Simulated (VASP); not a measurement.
Set up this calculation in VASP 6.6.1, as the native input.

```
Task                   : single point
Functional             : r2SCAN
Potentials or basis    : VASP PAW PBE potentials, release 64 (Zn)
Cutoff                 : 550 eV
k mesh                 : 24 × 24 × 18
Occupations            : gaussian, width 0.1 eV
Spin                   : no spin polarisation
Dipole correction      : no
Further INCAR settings : ALGO = Normal; EDIFF = 1e-06; NBANDS = 12
```

Zn:

```xyz
1
Lattice="2.5256 0.0000 0.0000 -1.2628 2.1872 0.0000 0.0000 0.0000 3.0583" Properties=species:S:1:pos:R:3 pbc="T T T"
Zn    0.0000    0.0000    0.0000
```

This isn't the form of Zn at room conditions, which is hcp.

One way to write it, as run:

POSCAR

```
Zn
1.0
    2.5256104409      0.0000000000      0.0000000000
   -1.2628052205      2.1872428018      0.0000000000
    0.0000000000      0.0000000000      3.0582581260
Zn
1
Direct
    0.0000000000      0.0000000000      0.0000000000
```

INCAR.step1

```
SYSTEM = Zn
  PREC = Accurate
  ENCUT = 550
  ISMEAR = 0
  SIGMA = 0.1
  LREAL = .False.
  LASPH = .True.
  NELM = 120
  NBANDS = 12
  GGA = PE
  ALGO = Normal
  EDIFF = 1E-5
  LWAVE = .True.
  LCHARG = .False.
  GGA_COMPAT = .False.
```

INCAR.step2

```
SYSTEM = Zn
  PREC = Accurate
  ENCUT = 550
  EDIFF = 1E-6
  ISMEAR = 0
  SIGMA = 0.1
  LREAL = .False.
  LASPH = .True.
  NELM = 120
  ALGO = Normal
  ISIF = 2
  LWAVE = .False.
  LCHARG = .False.
  METAGGA = R2SCAN
  LMIXTAU = .True.
  NBANDS = 12
  ISTART = 1
  GGA_COMPAT = .False.
```

KPOINTS

```
Automatic mesh
0
Gamma
  24 24 18
  0 0 0
```

Potentials or basis: VASP PAW PBE potentials, release 64 (Zn).

Run with:

```console
$ cat potpaw_PBE.64/Zn/POTCAR > POTCAR
$ cp INCAR.step1 INCAR
$ mpirun -np 1 vasp_std > vasp.out
$ cp INCAR.step2 INCAR
$ mpirun -np 1 vasp_std > vasp.out
```

Results of the run:

The pressure is 0.5 GPa and the band gap on the k mesh is zero (bands 6 and 7 overlap by 7.80 eV).

Caveat: the PAW data sets were made with another functional, which shifts forces and pressure a little.

It took 4.8 min on 1 thread of Intel(R) Xeon(R) Platinum 8488C (Sapphire Rapids), on a shared host, peak memory 0.23 GiB.
